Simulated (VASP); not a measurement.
A run of VASP 6.6.1:

INCAR

```
SYSTEM = Li
  PREC = Accurate
  ENCUT = 520
  EDIFF = 1E-6
  ISMEAR = -1
  SIGMA = 0.06122561905347299
  LREAL = .FALSE.
  LASPH = .TRUE.
  NELM = 60
  ALGO = Normal
  ISIF = 2
  LWAVE = .FALSE.
  LCHARG = .FALSE.
  GGA = PE
  NBANDS = 8
```

The input KPOINTS:

```
regular mesh
0
G
  22 22 22
  0 0 0
```

POSCAR

```
Li
1.0
    0.0000000000      2.1620513063      2.1620513063
    2.1620513063      0.0000000000      2.1620513063
    2.1620513063      2.1620513063      0.0000000000
Li
1
Direct
    0.0000000000      0.0000000000      0.0000000000
```

Potentials or basis: VASP PAW PBE potentials, release 64 (Li_sv).

Launch:

```console
$ cat potpaw_PBE.64/Li_sv/POTCAR > POTCAR
$ mpirun -np 1 vasp_std > vasp.out
```

Hardware: 1 thread of Intel(R) Xeon(R) Platinum 8259CL CPU @ 2.50GHz (Skylake/Cascade Lake), on a shared host.

Q: How long does it take, and how much memory?

A: Run time: 36 s on 1 thread of Intel(R) Xeon(R) Platinum 8259CL CPU @ 2.50GHz (Skylake/Cascade Lake), on a shared host, peak memory 0.15 GiB. Counts: scf iterations 11, k points 328.
